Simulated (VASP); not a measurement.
Here is a VASP 6.6.1 calculation.

File INCAR:

```
SYSTEM = Al
  ALGO = Normal
  EDIFF = 1E-6
  ENCUT = 520
  GGA = PE
  ISIF = 2
  ISMEAR = 0
  IVDW = 12
  LASPH = .True.
  LCHARG = .False.
  LREAL = .False.
  LWAVE = .False.
  NBANDS = 14
  NELM = 80
  PREC = Accurate
  SIGMA = 0.15
```

The input KPOINTS:

```
k-points
0
Gamma
  18 18 4
  0 0 0
```

Contents of POSCAR:

```
Al
1.0
    3.0114000000      0.0000000000      0.0000000000
   -1.5057000000      2.6079489009      0.0000000000
    0.0000000000      0.0000000000      9.6403000000
Al
4
Direct
    0.0000000000      0.0000000000      0.0000000000
    0.3333333333      0.6666666667      0.2500000000
    0.0000000000      0.0000000000      0.5000000000
    0.6666666667      0.3333333333      0.7500000000
```

Potentials or basis: VASP PAW PBE potentials, release 64 (Al).

Launch:

```console
$ cat potpaw_PBE.64/Al/POTCAR > POTCAR
$ mpirun -np 1 vasp_std > vasp.out
```

(1) Predict the band gap on the k mesh.

(2) Predict the pressure.

(3) What does it give for the dispersion energy per atom?

## Answers

(1) zero (bands 6 and 7 overlap by 5.32 eV).

(2) -10.0 GPa.

(3) -0.292 eV.

Caveat: the cell stands under tension.
